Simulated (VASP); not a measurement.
# AlAs (sol) (F-43m) in VASP: a series of runs

AlAs (sol) is run at these levels: PBEsol; tasks: single point.

Everything below comes from runs of VASP 6.6.1. Logs are shortened: lines on timing, memory, paths and dates and some standing lists are left out, and cuts for length are marked.

### Step 1. The cell of the first run

The structure is cubic, space group F-43m (No. 216). Conventional cell: a = 5.674 Å, b = 5.674 Å, c = 5.674 Å, α = 90.00°, β = 90.00°, γ = 90.00°. Within 3.2 Å of Al (site symmetry -43m) lie 4 As at 2.46 Å. As (site symmetry -43m) has 4 Al at 2.46 Å within 3.2 Å.

### Step 2. Single point, PBEsol

Contents of INCAR:

```
PREC     = Accurate       # precision mode
ENCUT    = 500            # plane-wave cutoff, eV
EDIFF    = 1E-6           # SCF threshold, eV
ISMEAR   = 0              # smearing method
SIGMA    = 0.02           # smearing width, eV
LREAL    = False          # projectors in reciprocal space
LASPH    = True           # aspherical terms in the spheres
NELM     = 120            # most SCF steps
ALGO     = Normal         # electronic algorithm
ISIF     = 2              # what is computed and relaxed
LWAVE    = False          # write WAVECAR
LCHARG   = False          # write CHGCAR
GGA      = PS             # functional
NBANDS   = 11             # bands
GGA_COMPAT= False
```

Contents of KPOINTS:

```
regular mesh
0
Gamma
  8 8 8
```

Contents of POSCAR:

```
AlAs
1.0
    0.0000000000      2.8371986272      2.8371986272
    2.8371986272      0.0000000000      2.8371986272
    2.8371986272      2.8371986272      0.0000000000
Al As
1 1
Direct
    0.0000000000      0.0000000000      0.0000000000
    0.2500000000      0.2500000000      0.2500000000
```

Potentials or basis: VASP PAW PBE potentials, release 64 (Al, As).

Command:

```console
$ cat potpaw_PBE.64/Al/POTCAR potpaw_PBE.64/As/POTCAR > POTCAR
$ mpirun -np 1 vasp_std > vasp.out
```

OUTCAR:

```text
PREC = Accurate
   ENCUT = 500
   EDIFF = 1E-6
   ISMEAR = 0
   LREAL = False
   LASPH = True
   NELM = 120
   ISIF = 2
   GGA = PS

 ion  position               nearest neighbor table
   1  0.000  0.000  0.000-   2 2.46   2 2.46   2 2.46   2 2.46
   2  0.250  0.250  0.250-   1 2.46   1 2.46   1 2.46   1 2.46

  LATTYP: Found a face centered cubic cell.
 ALAT       =     5.6743972544

  Lattice vectors:

 A1 = (   0.0000000000,   2.8371986272,   2.8371986272)
 A2 = (   2.8371986272,   0.0000000000,   2.8371986272)
 A3 = (   2.8371986272,   2.8371986272,   0.0000000000)

Analysis of symmetry for initial positions (statically):
=====================================================================
 Subroutine PRICEL returns:
 Original cell was already a primitive cell.

 Routine SETGRP: Setting up the symmetry group for a
 face centered cubic supercell.

 Subroutine GETGRP returns: Found 24 space group operations
 (whereof 24 operations were pure point group operations)
 out of a pool of 48 trial point group operations.

The static configuration has the point symmetry T_d .

Analysis of symmetry for dynamics (positions and initial velocities):
=====================================================================
 Subroutine PRICEL returns:
 Original cell was already a primitive cell.

 Routine SETGRP: Setting up the symmetry group for a
 face centered cubic supercell.

 Subroutine GETGRP returns: Found 24 space group operations
 (whereof 24 operations were pure point group operations)
 out of a pool of 48 trial point group operations.

The dynamic configuration has the point symmetry T_d .

 Subroutine INISYM returns: Found 24 space group operations
 (whereof 24 operations are pure point group operations),
 and found     1 'primitive' translations

----------------------------------------------------------------------------------------

                                     Primitive cell

  volume of cell :      45.6772

  direct lattice vectors                    reciprocal lattice vectors
     0.000000000  2.837198627  2.837198627    -0.176230171  0.176230171  0.176230171
     2.837198627  0.000000000  2.837198627     0.176230171 -0.176230171  0.176230171
     2.837198627  2.837198627  0.000000000     0.176230171  0.176230171 -0.176230171

  length of vectors
     4.012404778  4.012404778  4.012404778     0.305239610  0.305239610  0.305239610

  position of ions in fractional coordinates (direct lattice)
     0.000000000  0.000000000  0.000000000
     0.250000000  0.250000000  0.250000000

  ion indices of the primitive-cell ions
   primitive index   ion index
                 1           1
                 2           2

----------------------------------------------------------------------------------------

 KPOINTS: regular mesh

Automatic generation of k-mesh.
 Grid dimensions read from file:
 generate k-points for:    8    8    8

 Generating k-lattice:

  Cartesian coordinates                     Fractional coordinates (reciprocal lattice)
    -0.022028771  0.022028771  0.022028771     0.125000000  0.000000000  0.000000000
     0.022028771 -0.022028771  0.022028771     0.000000000  0.125000000  0.000000000
     0.022028771  0.022028771 -0.022028771     0.000000000  0.000000000  0.125000000

  Length of vectors
     0.038154951  0.038154951  0.038154951

  Shift w.r.t. Gamma in fractional coordinates (k-lattice)
     0.000000000  0.000000000  0.000000000

 Subroutine IBZKPT returns following result:
 ===========================================

 Found     29 irreducible k-points:

 Following reciprocal coordinates:
            Coordinates               Weight
  0.000000  0.000000  0.000000      1.000000
  0.125000  0.000000  0.000000      8.000000
  0.250000  0.000000  0.000000      8.000000
  0.375000  0.000000  0.000000      8.000000
  0.500000  0.000000  0.000000      4.000000
  0.125000  0.125000  0.000000      6.000000
[... 16 lines left out ...]
  0.500000  0.250000  0.125000     48.000000
 -0.375000  0.250000  0.125000     24.000000
 [... further k-points ...]
   k-points           NKPTS =     29   k-points in BZ     NKDIM =     29   number of bands    NBANDS=     11
   number of dos      NEDOS =    301   number of ions     NIONS =      2
   total plane-waves  NPLWV =  27000
   dimension x,y,z NGX =    30 NGY =   30 NGZ =   30
   dimension x,y,z NGXF=    60 NGYF=   60 NGZF=   60
   ions per type =               1   1
   NGX,Y,Z   is equivalent  to a cutoff of  12.43, 12.43, 12.43 a.u.
   NGXF,Y,Z  is equivalent  to a cutoff of  24.86, 24.86, 24.86 a.u.
 SYSTEM =  unknown system
   PREC   = accura    normal or accurate (medium, high low for compatibility)
   ISTART =      0    job   : 0-new  1-cont  2-samecut
   ICHARG =      2    charge: 1-file 2-atom 10-const
   ISPIN  =      1    spin polarized calculation?
   LNONCOLLINEAR =      F non collinear calculations
   LSORBIT =      F    spin-orbit coupling
   LASPH  =      T    aspherical Exc in radial PAW
   ENCUT  =  500.0 eV  36.75 Ry    6.06 a.u.   7.32  7.32  7.32*2*pi/ulx,y,z
   NELM   =    120;   NELMIN=  2; NELMDL= -5     # of ELM steps
   EDIFF  = 0.1E-05   stopping-criterion for ELM
   LREAL  =      F    real-space projection
   EDIFFG = 0.1E-04   stopping-criterion for IOM
   NSW    =      0    number of steps for IOM
   IBRION =     -1    ionic relax: 0-MD 1-quasi-New 2-CG
   NFREE  =      0    steps in history (QN), initial steepest desc. (CG)
   ISIF   =      2    stress and relaxation
   ISYM   =      2    0-nonsym 1-usesym 2-fastsym
   POTIM  = 0.5000    time-step for ionic-motion
   TEBEG  =    0.0;   TEEND  =   0.0 temperature during run
   PSTRESS=    0.0 pullay stress
   NELECT =       8.0000    total number of electrons
   NUPDOWN=      -1.0000    fix difference up-down
   EMIN   =  10.00;   EMAX   =-10.00  energy-range for DOS
   EFERMI =   0.00;   METHOD = LEGACY
   ISMEAR =     0;   SIGMA  =   0.02  broadening in eV -4-tet -1-fermi 0-gaus
   EFERMI_NEDOS =   21; number of points for ismear=-14 and -15
   IALGO  =     38    algorithm
   IMIX   =      4    mixing-type and parameters
     AMIX     =   0.40;   BMIX     =  1.00
     AMIX_MAG =   1.60;   BMIX_MAG =  1.00
  volume/ion in A,a.u.               =      22.84       154.12
  Fermi-wavevector in a.u.,A,eV,Ry     =   0.915950  1.730894 11.414803  0.838964
  Thomas-Fermi vector in A             =   2.040750
   LORBIT       =      0    0 simple, 1 ext, 2 COOP (PROOUT), +10 PAW based schemes
   GGA     = PS    functional components
   LHFCALC =     F    Hartree Fock is set to
   AEXX    =    0.0000 exact exchange contribution
   IVDW    =     0    specifies the selected vdW correction
   LEPSILON=     F    determine dielectric tensor
   LRPA    =     F    only Hartree local field effects (RPA)
 non-spin polarized calculation
 Gauss-broadening in eV      SIGMA  =   0.02
  energy-cutoff  :      500.00
  volume of cell :       45.68
 maximum number of plane-waves:      1211
 NGX is ok and might be reduce to    30
   NGX = 15   NGY = 15   NGZ = 15

 number of electron       8.0000000 magnetization

 Free energy of the ion-electron system (eV)
  ---------------------------------------------------
  ext. energy  EPLUGINS =         0.00000000
  ---------------------------------------------------
  free energy    TOTEN  =       -10.06467409 eV

  energy without entropy =      -10.06467409  energy(sigma->0) =      -10.06467409

 E-fermi :   3.8272     XC(G=0):  -9.1679

 val. band max:        3.7412190124   @ k =   0.0000   0.0000   0.0000
 cond. band min:       5.0725517345   @ k =   0.5000   0.5000   0.0000
 fundamental gap:      1.3313327221
 Fermi energy:         3.8272059995

 k-point     1 :       0.0000    0.0000    0.0000
  band No.  band energies     occupation
      1      -8.1055      2.00000
      2       3.7412      2.00000
      3       3.7412      2.00000
      4       3.7412      2.00000
      5       5.6649      0.00000
      6       7.9919      0.00000
      7       7.9919      0.00000
      8       7.9919      0.00000
      9      12.4126      0.00000
     10      12.7173      0.00000
     11      12.7173      0.00000

 k-point     2 :       0.1250    0.0000    0.0000
  band No.  band energies     occupation
      1      -7.9535      2.00000
      2       2.2980      2.00000
      3       3.5807      2.00000
      4       3.5807      2.00000
      5       6.4367      0.00000
      6       8.2726      0.00000
      7       8.2726      0.00000
      8       8.3705      0.00000
      9      12.0924      0.00000
     10      12.0924      0.00000
     11      13.1424      0.00000

 k-point     3 :       0.2500    0.0000    0.0000
  band No.  band energies     occupation
      1      -7.5316      2.00000
      2       0.3443      2.00000
      3       3.2643      2.00000
      4       3.2643      2.00000
      5       6.2696      0.00000
      6       8.6077      0.00000
      7       8.6077      0.00000
      8      10.0787      0.00000
      9      11.9817      0.00000
     10      11.9817      0.00000
     11      12.9494      0.00000

 k-point     4 :       0.3750    0.0000    0.0000
  band No.  band energies     occupation
      1      -6.9861      2.00000
      2      -1.1974      2.00000
      3       3.0120      2.00000
      4       3.0120      2.00000
      5       5.9254      0.00000
      6       8.4860      0.00000
      7       8.4860      0.00000
      8      11.2858      0.00000
      9      13.2770      0.00000
     10      13.2770      0.00000
     11      13.3128      0.00000
[... 239 lines left out ...]
 k-point    22 :       0.3750    0.2500    0.1250
  band No.  band energies     occupation
      1      -7.1789      2.00000
      2      -0.0294      2.00000
      3       1.7825      2.00000
      4       2.7654      2.00000
      5       7.2639      0.00000
      6       7.9395      0.00000
      7       8.9586      0.00000
      8      10.2092      0.00000
      9      11.8309      0.00000
     10      14.0833      0.00000
     11      15.6357      0.00000

 k-point    23 :       0.5000    0.2500    0.1250
  band No.  band energies     occupation
      1      -6.6882      2.00000
      2      -1.0369      2.00000
      3       1.1943      2.00000
      4       2.3823      2.00000
      5       7.3447      0.00000
      6       8.1206      0.00000
      7       9.4463      0.00000
      8      10.5378      0.00000
      9      12.9854      0.00000
     10      14.1889      0.00000
     11      15.7686      0.00000

 k-point    24 :      -0.3750    0.2500    0.1250
  band No.  band energies     occupation
      1      -6.4348      2.00000
      2      -1.5145      2.00000
      3       1.0426      2.00000
      4       2.1986      2.00000
      5       7.3358      0.00000
      6       7.8977      0.00000
      7      10.3560      0.00000
      8      11.2868      0.00000
      9      12.0088      0.00000
     10      14.6297      0.00000
     11      15.8943      0.00000

 [... further k-points ...]
[... 5 lines left out ...]
  --------------------------------------------------------------------------------------
  -------------------------------------------------------------------------------------
  Total        0.0800751      0.0800751      0.0800751      0.0000000      0.0000000      0.0000000
  in kB        2.8087210      2.8087210      2.8087210      0.0000000      0.0000000      0.0000000
  external PRESSURE =       2.8087210 kB  Pullay stress =       0.0000000 kB

 VOLUME and BASIS-vectors are now :
 -----------------------------------------------------------------------------
  energy-cutoff  :      500.00
  volume of cell :       45.68
      direct lattice vectors                 reciprocal lattice vectors
     0.000000000  2.837198627  2.837198627    -0.176230171  0.176230171  0.176230171
     2.837198627  0.000000000  2.837198627     0.176230171 -0.176230171  0.176230171
     2.837198627  2.837198627  0.000000000     0.176230171  0.176230171 -0.176230171

 POSITION                                       TOTAL-FORCE (eV/Angst)
 -----------------------------------------------------------------------------------
      0.00000      0.00000      0.00000         0.000000      0.000000      0.000000
      1.41860      1.41860      1.41860        -0.000000     -0.000000      0.000000
 -----------------------------------------------------------------------------------
    total drift:                                0.000000      0.000000      0.000000

  FREE ENERGIE OF THE ION-ELECTRON SYSTEM (eV)
  ---------------------------------------------------
  free  energy   TOTEN  =       -10.0646740920 eV

  energy  without entropy=      -10.0646740920  energy(sigma->0) =      -10.06467409
```

Run time: 12 s. Hardware: 1 thread of Intel Xeon Platinum 8375C at 2.90GHz (Ice Lake), shared host; peak memory 0.17 GiB.

Results:

| Quantity | Value |
| --- | --- |
| Free energy | -10.0647 eV |
| Pressure | 0.3 GPa |
| Band gap on the k mesh | 1.33 eV, indirect (least direct gap 1.92 eV) |

Caveat: the PAW data sets were made with another functional, which shifts forces and pressure a little. PBEsol gaps usually lie below the measured ones, often by a third to a half.

### Step 3. Single point, PBEsol

Contents of INCAR:

```
SYSTEM = AlAs
PREC = Accurate
ENCUT = 500
EDIFF = 1E-6
ISMEAR = 0
SIGMA = 0.01
LREAL = .False.
LASPH = .True.
NELM = 120
ALGO = Normal
ISIF = 2
LWAVE = .False.
LCHARG = .False.
GGA = PS
NBANDS = 11
GGA_COMPAT = .False.
```

Contents of KPOINTS:

```
Automatic mesh
0
Gamma
  8 8 8
  0 0 0
```

POSCAR is that of step 2.

Potentials or basis: VASP PAW PBE potentials, release 64 (Al, As).

Command:

```console
$ cat potpaw_PBE.64/Al/POTCAR potpaw_PBE.64/As/POTCAR > POTCAR
$ mpirun -np 1 vasp_std > vasp.out
```

Run time: 13 s. Hardware: 1 thread of Intel Xeon Platinum 8375C at 2.90GHz (Ice Lake), shared host; peak memory 0.17 GiB.

The run converged. Its results:

```yaml
Free_energy: -10.0647 eV
Pressure: 0.3 GPa
Band_gap_on_the_k_mesh: 1.33 eV, indirect (least direct gap 1.92 eV)
```

Levels at points of the mesh, in eV from the valence-band top:
```tsv
k point	band 2	band 3	band 4	band 5	band 6	band 7
(0.00, 0.00, 0.00)	0.00	0.00	0.00	1.92	4.25	4.25
(0.50, 0.00, 0.00)	-5.57	-0.82	-0.82	2.05	4.63	4.63
(0.50, 0.50, 0.00)	-5.42	-2.17	-2.17	1.33	2.22	10.23
```

Caveat: the PAW data sets were made with another functional, which shifts forces and pressure a little.

### Step 4. Single point, PBEsol

Contents of INCAR:

```
ALGO     = Normal         # electronic algorithm
EDIFF    = 1E-6           # SCF threshold, eV
ENCUT    = 500            # plane-wave cutoff, eV
GGA      = PS             # functional
GGA_COMPAT= False        
ISIF     = 2              # what is computed and relaxed
ISMEAR   = 0              # smearing method
LASPH    = True           # aspherical terms in the spheres
LCHARG   = False          # write CHGCAR
LREAL    = False          # projectors in reciprocal space
LWAVE    = False          # write WAVECAR
NBANDS   = 11             # bands
NELM     = 120            # most SCF steps
PREC     = Accurate       # precision mode
SIGMA    = 0.01           # smearing width, eV
```

Contents of KPOINTS:

```
k-points
0
Gamma
  8 8 8
```

POSCAR is that of step 3.

Command:

```console
$ cat potpaw_PBE.64/Al/POTCAR potpaw_PBE.64/As/POTCAR > POTCAR
$ mpirun -np 1 vasp_std > vasp.out
```

Run time: 13 s. Hardware: 1 thread of Intel Xeon Platinum 8375C at 2.90GHz (Ice Lake), shared host; peak memory 0.17 GiB.

It converged, with:

| Quantity | Value |
| --- | --- |
| Free energy | -10.0647 eV |
| Pressure | 0.3 GPa |
| Band gap on the k mesh | 1.33 eV, indirect (least direct gap 1.92 eV) |

Levels at points of the mesh, in eV from the valence-band top:
| k point | band 1 | band 2 | band 3 | band 4 | band 5 | band 6 | band 7 | band 8 | band 9 |
| --- | --- | --- | --- | --- | --- | --- | --- | --- | --- |
| (0.00, 0.00, 0.00) | -11.85 | 0.00 | 0.00 | 0.00 | 1.92 | 4.25 | 4.25 | 4.25 | 8.67 |
| (0.50, 0.00, 0.00) | -10.44 | -5.57 | -0.82 | -0.82 | 2.05 | 4.63 | 4.63 | 7.56 | 11.00 |
| (0.50, 0.50, 0.00) | -9.89 | -5.42 | -2.17 | -2.17 | 1.33 | 2.22 | 10.23 | 10.23 | 11.59 |

Caveat: the PAW data sets were made with another functional, which shifts forces and pressure a little.
